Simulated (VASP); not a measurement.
# Os (P6_3/mmc) in VASP: single point with r2SCAN

Aim: the single point of Os with r2SCAN.

Program: VASP 6.6.1. These are calculated values, not measurements. Logs are shortened: lines on timing, memory, paths and dates and some standing lists are left out, and cuts for length are marked.

### Step 1. The cell of the first run

The structure is hexagonal, space group P6_3/mmc (No. 194). Conventional cell: a = 2.734 Å, b = 2.734 Å, c = 4.320 Å, α = 90.00°, β = 90.00°, γ = 120.00°. Within 3.5 Å of Os (site symmetry -6m2) lie 12 Os at 2.68 to 2.73 Å.

### Step 2. Single point, r2SCAN

File POSCAR:

```
Os
1.0
    2.7340999755      0.0000000000      0.0000000000
   -1.3670499878      2.3678000353      0.0000000000
    0.0000000000      0.0000000000      4.3197000000
Os
2
Direct
    0.3333333333      0.6666666667      0.2500000000
    0.6666666667      0.3333333333      0.7500000000
```

File INCAR.step1:

```
SYSTEM = Os
PREC = Accurate
ENCUT = 520
ISMEAR = 0
SIGMA = 0.15
LREAL = .False.
LASPH = .True.
NELM = 100
NBANDS = 15
GGA = PE
ALGO = Normal
EDIFF = 1E-4
LWAVE = .True.
LCHARG = .False.
```

File INCAR.step2:

```
SYSTEM = Os
PREC = Accurate
ENCUT = 520
EDIFF = 1E-7
ISMEAR = 0
SIGMA = 0.15
LREAL = .False.
LASPH = .True.
NELM = 100
ALGO = Normal
ISIF = 2
LWAVE = .False.
LCHARG = .False.
METAGGA = R2SCAN
LMIXTAU = .True.
NBANDS = 15
ISTART = 1
```

File KPOINTS:

```
Automatic mesh
0
Gamma
  21 21 12
  0 0 0
```

Potentials or basis: VASP PAW PBE potentials, release 64 (Os).

Command:

```sh
$ cat potpaw_PBE.64/Os/POTCAR > POTCAR
$ cp INCAR.step1 INCAR
$ mpirun -np 1 vasp_std > vasp.out
$ cp INCAR.step2 INCAR
$ mpirun -np 1 vasp_std > vasp.out
```

OUTCAR:

```text
SYSTEM = Os
   PREC = Accurate
   ENCUT = 520
   EDIFF = 1E-7
   ISMEAR = 0
   LREAL = .False.
   LASPH = .True.
   NELM = 100
   ISIF = 2
   METAGGA = R2SCAN
   ISTART = 1

 ion  position               nearest neighbor table
   1  0.333  0.667  0.250-   2 2.68   2 2.68   2 2.68   2 2.68   2 2.68   2 2.68
   2  0.667  0.333  0.750-   1 2.68   1 2.68   1 2.68   1 2.68   1 2.68   1 2.68

  LATTYP: Found a hexagonal cell.
 ALAT       =     2.7340999755
 C/A-ratio  =     1.5799349105

  Lattice vectors:

 A1 = (   2.7340999755,   0.0000000000,   0.0000000000)
 A2 = (  -1.3670499878,   2.3678000353,   0.0000000000)
 A3 = (   0.0000000000,   0.0000000000,   4.3197000000)

Analysis of symmetry for initial positions (statically):
=====================================================================
 Subroutine PRICEL returns:
 Original cell was already a primitive cell.

 Routine SETGRP: Setting up the symmetry group for a
 hexagonal supercell.

 Subroutine GETGRP returns: Found 24 space group operations
 (whereof 12 operations were pure point group operations)
 out of a pool of 24 trial point group operations.

The static configuration has the point symmetry D_3d.
 The point group associated with its full space group is D_6h.

Analysis of symmetry for dynamics (positions and initial velocities):
=====================================================================
 Subroutine PRICEL returns:
 Original cell was already a primitive cell.

 Routine SETGRP: Setting up the symmetry group for a
 hexagonal supercell.

 Subroutine GETGRP returns: Found 24 space group operations
 (whereof 12 operations were pure point group operations)
 out of a pool of 24 trial point group operations.

The dynamic configuration has the point symmetry D_3d.
 The point group associated with its full space group is D_6h.

 Subroutine INISYM returns: Found 24 space group operations
 (whereof 12 operations are pure point group operations),
 and found     1 'primitive' translations

----------------------------------------------------------------------------------------

                                     Primitive cell

  volume of cell :      27.9649

  direct lattice vectors                    reciprocal lattice vectors
     2.734099975  0.000000000  0.000000000     0.365751073  0.211166481  0.000000000
    -1.367049988  2.367800035  0.000000000     0.000000000  0.422332961  0.000000000
     0.000000000  0.000000000  4.319700000     0.000000000  0.000000000  0.231497558

  length of vectors
     2.734099975  2.734099976  4.319700000     0.422332961  0.422332961  0.231497558

  position of ions in fractional coordinates (direct lattice)
     0.333333333  0.666666667  0.250000000
     0.666666667  0.333333333  0.750000000

  ion indices of the primitive-cell ions
   primitive index   ion index
                 1           1
                 2           2

----------------------------------------------------------------------------------------

 KPOINTS: Automatic mesh

Automatic generation of k-mesh.
 Grid dimensions read from file:
 generate k-points for:   21   21   12

 Generating k-lattice:

  Cartesian coordinates                     Fractional coordinates (reciprocal lattice)
     0.017416718  0.010055547  0.000000000     0.047619048  0.000000000  0.000000000
     0.000000000  0.020111093  0.000000000     0.000000000  0.047619048  0.000000000
     0.000000000  0.000000000  0.019291463     0.000000000  0.000000000  0.083333333

  Length of vectors
     0.020111093  0.020111093  0.019291463

  Shift w.r.t. Gamma in fractional coordinates (k-lattice)
     0.000000000  0.000000000  0.000000000

 Subroutine IBZKPT returns following result:
 ===========================================

 Found    336 irreducible k-points:

 Following reciprocal coordinates:
            Coordinates               Weight
  0.000000  0.000000  0.000000      1.000000
  0.047619  0.000000  0.000000      6.000000
  0.095238  0.000000  0.000000      6.000000
  0.142857  0.000000  0.000000      6.000000
  0.190476  0.000000  0.000000      6.000000
  0.238095  0.000000  0.000000      6.000000
[... 16 lines left out ...]
  0.142857  0.095238  0.000000     12.000000
  0.190476  0.095238  0.000000     12.000000
 [... further k-points ...]
   k-points           NKPTS =    336   k-points in BZ     NKDIM =    336   number of bands    NBANDS=     15
   number of dos      NEDOS =    301   number of ions     NIONS =      2
   total plane-waves  NPLWV =  12800
   dimension x,y,z NGX =    20 NGY =   20 NGZ =   32
   dimension x,y,z NGXF=    40 NGYF=   40 NGZF=   64
   ions per type =               2
   NGX,Y,Z   is equivalent  to a cutoff of  12.16, 12.16, 12.32 a.u.
   NGXF,Y,Z  is equivalent  to a cutoff of  24.32, 24.32, 24.63 a.u.
 SYSTEM =  Os
   PREC   = accura    normal or accurate (medium, high low for compatibility)
   ISTART =      1    job   : 0-new  1-cont  2-samecut
   ICHARG =      0    charge: 1-file 2-atom 10-const
   ISPIN  =      1    spin polarized calculation?
   LNONCOLLINEAR =      F non collinear calculations
   LSORBIT =      F    spin-orbit coupling
   LASPH  =      T    aspherical Exc in radial PAW
   ENCUT  =  520.0 eV  38.22 Ry    6.18 a.u.   5.08  5.08  8.03*2*pi/ulx,y,z
   NELM   =    100;   NELMIN=  2; NELMDL=  0     # of ELM steps
   EDIFF  = 0.1E-06   stopping-criterion for ELM
   LREAL  =      F    real-space projection
   EDIFFG = 0.1E-05   stopping-criterion for IOM
   NSW    =      0    number of steps for IOM
   IBRION =     -1    ionic relax: 0-MD 1-quasi-New 2-CG
   NFREE  =      0    steps in history (QN), initial steepest desc. (CG)
   ISIF   =      2    stress and relaxation
   ISYM   =      2    0-nonsym 1-usesym 2-fastsym
   POTIM  = 0.5000    time-step for ionic-motion
   TEBEG  =    0.0;   TEEND  =   0.0 temperature during run
   PSTRESS=    0.0 pullay stress
   NELECT =      16.0000    total number of electrons
   NUPDOWN=      -1.0000    fix difference up-down
   EMIN   =  10.00;   EMAX   =-10.00  energy-range for DOS
   EFERMI =   0.00;   METHOD = LEGACY
   ISMEAR =     0;   SIGMA  =   0.15  broadening in eV -4-tet -1-fermi 0-gaus
   EFERMI_NEDOS =   21; number of points for ismear=-14 and -15
   IALGO  =     38    algorithm
   IMIX   =      4    mixing-type and parameters
     AMIX     =   0.40;   BMIX     =  1.00
     AMIX_MAG =   1.60;   BMIX_MAG =  1.00
  volume/ion in A,a.u.               =      13.98        94.36
  Fermi-wavevector in a.u.,A,eV,Ry     =   1.359076  2.568282 25.131162  1.847088
  Thomas-Fermi vector in A             =   2.485855
   LORBIT       =      0    0 simple, 1 ext, 2 COOP (PROOUT), +10 PAW based schemes
   METAGGA = R2SCAN    functional components
   LHFCALC =     F    Hartree Fock is set to
   AEXX    =    0.0000 exact exchange contribution
   IVDW    =     0    specifies the selected vdW correction
   LEPSILON=     F    determine dielectric tensor
   LRPA    =     F    only Hartree local field effects (RPA)
 non-spin polarized calculation
 Gauss-broadening in eV      SIGMA  =   0.15
  energy-cutoff  :      520.00
  volume of cell :       27.96
 maximum number of plane-waves:       774
   NGX = 11   NGY = 11   NGZ = 17

 number of electron      15.9999999 magnetization

 Free energy of the ion-electron system (eV)
  ---------------------------------------------------
  ext. energy  EPLUGINS =         0.00000000
  ---------------------------------------------------
  free energy    TOTEN  =      -106.01201026 eV

  energy without entropy =     -105.99747201  energy(sigma->0) =     -106.00474114

 E-fermi :   9.2896     XC(G=0): -15.3948

 val. band max:        9.2876279696   @ k =   0.4762   0.0476   0.3333
 cond. band min:       9.2929351757   @ k =   0.2381   0.2381   0.2500
 fundamental gap:      0.0053072061
 Fermi energy:         9.2895502596

 k-point     1 :       0.0000    0.0000    0.0000
  band No.  band energies     occupation
      1      -2.1696      2.00000
      2       1.1258      2.00000
      3       6.0913      2.00000
      4       6.0913      2.00000
      5       6.3580      2.00000
      6       6.9591      2.00000
      7       6.9591      2.00000
      8       7.6260      2.00000
      9       7.6260      2.00000
     10       9.2764      1.09901
     11      11.0183      0.00000
     12      11.0183      0.00000
     13      18.8400      0.00000
     14      24.0497      0.00000
     15      26.8487      0.00000

 k-point     2 :       0.0476    0.0000    0.0000
  band No.  band energies     occupation
      1      -2.0728      2.00000
      2       1.2121      2.00000
      3       5.8468      2.00000
      4       6.1759      2.00000
      5       6.5756      2.00000
      6       6.8994      2.00000
      7       7.0381      2.00000
      8       7.5146      2.00000
      9       7.5566      2.00000
     10       8.7701      2.00000
     11      11.0663      0.00000
     12      11.6605      0.00000
     13      18.8332      0.00000
     14      24.2500      0.00000
     15      26.9758      0.00000

 k-point     3 :       0.0952    0.0000    0.0000
  band No.  band energies     occupation
      1      -1.7883      2.00000
      2       1.4586      2.00000
      3       5.4734      2.00000
      4       6.4273      2.00000
      5       6.7052      2.00000
      6       6.9234      2.00000
      7       7.0745      2.00000
      8       7.2721      2.00000
      9       7.3672      2.00000
     10       8.1226      2.00000
     11      11.1933      0.00000
     12      12.8266      0.00000
     13      18.8013      0.00000
     14      24.8108      0.00000
     15      27.3256      0.00000
[... 343 lines left out ...]
 k-point    23 :       0.1429    0.0952    0.0000
  band No.  band energies     occupation
      1      -0.4900      2.00000
      2       2.4312      2.00000
      3       4.5222      2.00000
      4       5.2501      2.00000
      5       6.2167      2.00000
      6       6.3915      2.00000
      7       7.6399      2.00000
      8       7.6473      2.00000
      9       7.7380      2.00000
     10       8.6040      2.00000
     11      11.5103      0.00000
     12      15.9816      0.00000
     13      18.5418      0.00000
     14      25.8156      0.00000
     15      26.9102      0.00000

 k-point    24 :       0.1905    0.0952    0.0000
  band No.  band energies     occupation
      1       0.1775      2.00000
      2       2.7155      2.00000
      3       4.3413      2.00000
      4       4.5345      2.00000
      5       6.1168      2.00000
      6       6.1173      2.00000
      7       7.4227      2.00000
      8       8.0802      2.00000
      9       8.4624      2.00000
     10       9.3285      0.71346
     11      11.6247      0.00000
     12      17.2542      0.00000
     13      18.3943      0.00000
     14      24.3695      0.00000
     15      25.7524      0.00000

 [... further k-points ...]
[... 5 lines left out ...]
  --------------------------------------------------------------------------------------
  -------------------------------------------------------------------------------------
  Total        0.4086557      0.4086557      0.2286576     -0.0000000     -0.0000000      0.0000000
  in kB       23.4128939     23.4128939     13.1003596     -0.0000000     -0.0000000      0.0000000
  external PRESSURE =      19.9753825 kB  Pullay stress =       0.0000000 kB

 VOLUME and BASIS-vectors are now :
 -----------------------------------------------------------------------------
  energy-cutoff  :      520.00
  volume of cell :       27.96
      direct lattice vectors                 reciprocal lattice vectors
     2.734099975  0.000000000  0.000000000     0.365751073  0.211166481  0.000000000
    -1.367049988  2.367800035  0.000000000     0.000000000  0.422332961  0.000000000
     0.000000000  0.000000000  4.319700000     0.000000000  0.000000000  0.231497558

 POSITION                                       TOTAL-FORCE (eV/Angst)
 -----------------------------------------------------------------------------------
     -0.00000      1.57853      1.07993        -0.000000      0.000000      0.000000
      1.36705      0.78927      3.23977         0.000000     -0.000000      0.000000
 -----------------------------------------------------------------------------------
    total drift:                               -0.000000      0.000000     -0.000000

  FREE ENERGIE OF THE ION-ELECTRON SYSTEM (eV)
  ---------------------------------------------------
  free  energy   TOTEN  =      -106.0120102647 eV

  energy  without entropy=     -105.9974720136  energy(sigma->0) =     -106.00474114
```

Wall time 8.1 min (1 thread of Oxide Virtual Turin-like, shared host); peak memory 0.2 GiB.

Results:

```
Free energy            : -106.0120 eV
Pressure               : 2.0 GPa
Band gap on the k mesh : zero (band 8 reaches 11.40 eV, above the bottom of band 9 at 7.35 eV)
```

Stress tensor (GPa, compression positive):
```
2.34 0.00 0.00
0.00 2.34 0.00
0.00 0.00 1.31
```

Levels at points of the mesh, in eV from the Fermi level:
```csv
k point,band 6,band 7,band 8,band 9,band 10,band 11
"(0.00, 0.00, 0.00)",-2.33,-2.33,-1.66,-1.66,-0.01,1.73
"(0.00, 0.00, 0.50)",-3.41,-3.41,-3.41,0.90,0.90,0.90
```

Caveat: the PAW data sets were made with another functional, which shifts forces and pressure a little; spin-orbit coupling is left out, which moves the levels of the heavy elements.
